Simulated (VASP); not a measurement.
# HfO2 (Fm-3m) in VASP: notebook

The runs below take HfO2 through single point, with PBE, PBEsol.

All numbers are computed with VASP 6.6.1; they aren't measurements. Logs are shortened: lines on timing, memory, paths and dates and some standing lists are left out, and cuts for length are marked.

## 1. The cell of the first run

Symmetry: Fm-3m, No. 225, cubic system. The conventional cell has a = 5.058 Å, b = 5.058 Å, c = 5.058 Å, α = 90.00°, β = 90.00°, γ = 90.00°. Hf (site symmetry m-3m) has 8 O at 2.19 Å within 2.9 Å. O (site symmetry -43m) has 4 Hf at 2.19 Å and 6 O at 2.53 Å within 2.9 Å.

## 2. Single point, PBE

INCAR

```
SYSTEM = HfO2
PREC = Accurate
ENCUT = 520
EDIFF = 1E-7
ISMEAR = 0
SIGMA = 0.01
LREAL = .FALSE.
LASPH = .TRUE.
NELM = 100
ALGO = Normal
ISIF = 2
LWAVE = .FALSE.
LCHARG = .TRUE.
GGA = PE
LELF = .TRUE.
LVHAR = .TRUE.
NBANDS = 18
```

KPOINTS

```
Automatic mesh
0
G
  6 6 6
  0 0 0
```

POSCAR

```
HfO2
1.0
    0.0000000000      2.5291822339      2.5291822339
    2.5291822339      0.0000000000      2.5291822339
    2.5291822339      2.5291822339      0.0000000000
Hf O
1 2
Direct
    0.0000000000      0.0000000000      0.0000000000
    0.7500000000      0.7500000000      0.7500000000
    0.2500000000      0.2500000000      0.2500000000
```

Potentials or basis: VASP PAW PBE potentials, release 64 (Hf_pv, O).

Launch:

```sh
cat potpaw_PBE.64/Hf_pv/POTCAR potpaw_PBE.64/O/POTCAR > POTCAR
mpirun -np 1 vasp_std > vasp.out
```

OUTCAR:

```text
SYSTEM = HfO2
   PREC = Accurate
   ENCUT = 520
   EDIFF = 1E-7
   ISMEAR = 0
   LREAL = .FALSE.
   LASPH = .TRUE.
   NELM = 100
   ISIF = 2
   GGA = PE

 ion  position               nearest neighbor table
   1  0.000  0.000  0.000-   2 2.19   2 2.19   2 2.19   3 2.19   3 2.19   3 2.19   3 2.19   2 2.19

   2  0.750  0.750  0.750-   1 2.19   1 2.19   1 2.19   1 2.19
   3  0.250  0.250  0.250-   1 2.19   1 2.19   1 2.19   1 2.19

  LATTYP: Found a face centered cubic cell.
 ALAT       =     5.0583644678

  Lattice vectors:

 A1 = (   0.0000000000,   2.5291822339,   2.5291822339)
 A2 = (   2.5291822339,   0.0000000000,   2.5291822339)
 A3 = (   2.5291822339,   2.5291822339,   0.0000000000)

Analysis of symmetry for initial positions (statically):
=====================================================================
 Subroutine PRICEL returns:
 Original cell was already a primitive cell.

 Routine SETGRP: Setting up the symmetry group for a
 face centered cubic supercell.

 Subroutine GETGRP returns: Found 48 space group operations
 (whereof 48 operations were pure point group operations)
 out of a pool of 48 trial point group operations.

The static configuration has the point symmetry O_h .

Analysis of symmetry for dynamics (positions and initial velocities):
=====================================================================
 Subroutine PRICEL returns:
 Original cell was already a primitive cell.

 Routine SETGRP: Setting up the symmetry group for a
 face centered cubic supercell.

 Subroutine GETGRP returns: Found 48 space group operations
 (whereof 48 operations were pure point group operations)
 out of a pool of 48 trial point group operations.

The dynamic configuration has the point symmetry O_h .

 Subroutine INISYM returns: Found 48 space group operations
 (whereof 48 operations are pure point group operations),
 and found     1 'primitive' translations

----------------------------------------------------------------------------------------

                                     Primitive cell

  volume of cell :      32.3572

  direct lattice vectors                    reciprocal lattice vectors
     0.000000000  2.529182234  2.529182234    -0.197692358  0.197692358  0.197692358
     2.529182234  0.000000000  2.529182234     0.197692358 -0.197692358  0.197692358
     2.529182234  2.529182234  0.000000000     0.197692358  0.197692358 -0.197692358

  length of vectors
     3.576803817  3.576803817  3.576803817     0.342413209  0.342413209  0.342413209

[... 74 lines left out ...]
   LREAL  =      F    real-space projection
   EDIFFG = 0.1E-05   stopping-criterion for IOM
   NSW    =      0    number of steps for IOM
   IBRION =     -1    ionic relax: 0-MD 1-quasi-New 2-CG
   NFREE  =      0    steps in history (QN), initial steepest desc. (CG)
   ISIF   =      2    stress and relaxation
   ISYM   =      2    0-nonsym 1-usesym 2-fastsym
   POTIM  = 0.5000    time-step for ionic-motion
   TEBEG  =    0.0;   TEEND  =   0.0 temperature during run
   PSTRESS=    0.0 pullay stress
   NELECT =      22.0000    total number of electrons
   NUPDOWN=      -1.0000    fix difference up-down
   EMIN   =  10.00;   EMAX   =-10.00  energy-range for DOS
   EFERMI =   0.00;   METHOD = LEGACY
   ISMEAR =     0;   SIGMA  =   0.01  broadening in eV -4-tet -1-fermi 0-gaus
   EFERMI_NEDOS =   21; number of points for ismear=-14 and -15
   IALGO  =     38    algorithm
   IMIX   =      4    mixing-type and parameters
     AMIX     =   0.40;   BMIX     =  1.00
     AMIX_MAG =   1.60;   BMIX_MAG =  1.00
  volume/ion in A,a.u.               =      10.79        72.79
  Fermi-wavevector in a.u.,A,eV,Ry     =   1.439546  2.720348 28.195261  2.072293
  Thomas-Fermi vector in A             =   2.558390
   LORBIT       =      0    0 simple, 1 ext, 2 COOP (PROOUT), +10 PAW based schemes
   GGA     = PE    functional components
   LHFCALC =     F    Hartree Fock is set to
   AEXX    =    0.0000 exact exchange contribution
   IVDW    =     0    specifies the selected vdW correction
   LEPSILON=     F    determine dielectric tensor
   LRPA    =     F    only Hartree local field effects (RPA)
 non-spin polarized calculation
 Gauss-broadening in eV      SIGMA  =   0.01
  energy-cutoff  :      520.00
  volume of cell :       32.36
 maximum number of plane-waves:       893
 NGX is ok and might be reduce to    28
   NGX = 13   NGY = 13   NGZ = 13

 number of electron      21.9999992 magnetization

 Free energy of the ion-electron system (eV)
  ---------------------------------------------------
  ext. energy  EPLUGINS =         0.00000000
  ---------------------------------------------------
  free energy    TOTEN  =       -30.24599615 eV

  energy without entropy =      -30.24599615  energy(sigma->0) =      -30.24599615

 E-fermi :   4.4049     XC(G=0): -11.8754

 val. band max:        4.3384145661   @ k =   0.5000   0.5000   0.0000
 cond. band min:       8.1587331275   @ k =   0.5000   0.5000   0.0000
 fundamental gap:      3.8203185614
 Fermi energy:         4.4048829432

 k-point     1 :       0.0000    0.0000    0.0000
  band No.  band energies     occupation
      1     -25.3168      2.00000
      2     -25.3168      2.00000
      3     -25.3168      2.00000
      4     -14.4372      2.00000
      5     -11.3693      2.00000
      6      -1.0464      2.00000
[... 313 lines left out ...]
      5     -12.3420      2.00000
      6      -1.5639      2.00000
[... 10 lines left out ...]
     17      17.4880      0.00000
     18      17.8378      0.00000

------------------------ aborting loop because EDIFF is reached ----------------------------------------

  FORCE on cell =-STRESS in cart. coord.  units (eV):
  Direction    XX          YY          ZZ          XY          YZ          ZX
  --------------------------------------------------------------------------------------
  -------------------------------------------------------------------------------------
  Total        0.4308923      0.4308923      0.4308923     -0.0000000     -0.0000000      0.0000000
  in kB       21.3358027     21.3358027     21.3358027     -0.0000000     -0.0000000      0.0000000
  external PRESSURE =      21.3358027 kB  Pullay stress =       0.0000000 kB

 VOLUME and BASIS-vectors are now :
 -----------------------------------------------------------------------------
  energy-cutoff  :      520.00
  volume of cell :       32.36
      direct lattice vectors                 reciprocal lattice vectors
     0.000000000  2.529182234  2.529182234    -0.197692358  0.197692358  0.197692358
     2.529182234  0.000000000  2.529182234     0.197692358 -0.197692358  0.197692358
     2.529182234  2.529182234  0.000000000     0.197692358  0.197692358 -0.197692358

 POSITION                                       TOTAL-FORCE (eV/Angst)
 -----------------------------------------------------------------------------------
      0.00000      0.00000      0.00000         0.000000      0.000000     -0.000000
      3.79377      3.79377      3.79377        -0.000000     -0.000000      0.000000
      1.26459      1.26459      1.26459         0.000000      0.000000     -0.000000
 -----------------------------------------------------------------------------------
    total drift:                                0.000000      0.000000      0.000000

  FREE ENERGIE OF THE ION-ELECTRON SYSTEM (eV)
  ---------------------------------------------------
  free  energy   TOTEN  =       -30.2459961520 eV

  energy  without entropy=      -30.2459961520  energy(sigma->0) =      -30.24599615
```

Run time: 8.6 s. Hardware: 1 thread of Intel Xeon 6975P-C (Granite Rapids), shared host; peak memory 0.16 GiB.

What came out:

```yaml
Free_energy: -30.2460 eV
Pressure: 2.1 GPa
Band_gap_on_the_k_mesh: 3.82 eV
```

Levels at points of the mesh, in eV from the valence-band top:
| k point | band 8 | band 9 | band 10 | band 11 | band 12 | band 13 | band 14 | band 15 |
| --- | --- | --- | --- | --- | --- | --- | --- | --- |
| (0.00, 0.00, 0.00) | -5.38 | -0.61 | -0.61 | -0.61 | 3.90 | 3.90 | 5.89 | 10.51 |
| (0.50, 0.00, 0.00) | -3.05 | -2.74 | -1.84 | -1.84 | 4.63 | 4.63 | 7.05 | 9.09 |
| (0.50, 0.50, 0.00) | -3.48 | -1.54 | -1.54 | 0.00 | 3.82 | 5.54 | 6.70 | 8.22 |

Caveat: spin-orbit coupling is left out, which moves the levels of the heavy elements.

## 3. Single point, PBE

INCAR

```
  PREC = Accurate
  ENCUT = 520
  EDIFF = 1E-6
  ISMEAR = -1
  SIGMA = 0.02
  LREAL = F
  LASPH = T
  NELM = 80
  ALGO = Normal
  ISIF = 2
  LWAVE = F
  LCHARG = T
  GGA = PE
  LELF = T
  LVHAR = T
  NBANDS = 18
```

KPOINTS

```
regular mesh
0
Gamma
  8 8 8
```

POSCAR is that of step 2.

Potentials or basis: VASP PAW PBE potentials, release 64 (Hf_pv, O).

Launch:

```sh
cat potpaw_PBE.64/Hf_pv/POTCAR potpaw_PBE.64/O/POTCAR > POTCAR
mpirun -np 1 vasp_std > vasp.out
```

Run time: 9.7 s. Hardware: 1 thread of Intel Xeon 6975P-C (Granite Rapids), shared host; peak memory 0.16 GiB.

The run converged. Its results:

```
Free energy            : -30.2461 eV
Pressure               : 2.1 GPa
Band gap on the k mesh : 3.82 eV
```

Levels at points of the mesh, in eV from the valence-band top:
```
           k point  band 8  band 9  band 10  band 11  band 12  band 13  band 14  band 15
(0.00, 0.00, 0.00)   -5.38   -0.61    -0.61    -0.61     3.90     3.90     5.89    10.51
(0.50, 0.00, 0.00)   -3.05   -2.74    -1.84    -1.84     4.63     4.63     7.05     9.09
(0.50, 0.50, 0.00)   -3.48   -1.54    -1.54     0.00     3.82     5.54     6.70     8.22
```

Caveat: spin-orbit coupling is left out, which moves the levels of the heavy elements. A k mesh can miss the band edges.

[end of part 1 of 2]
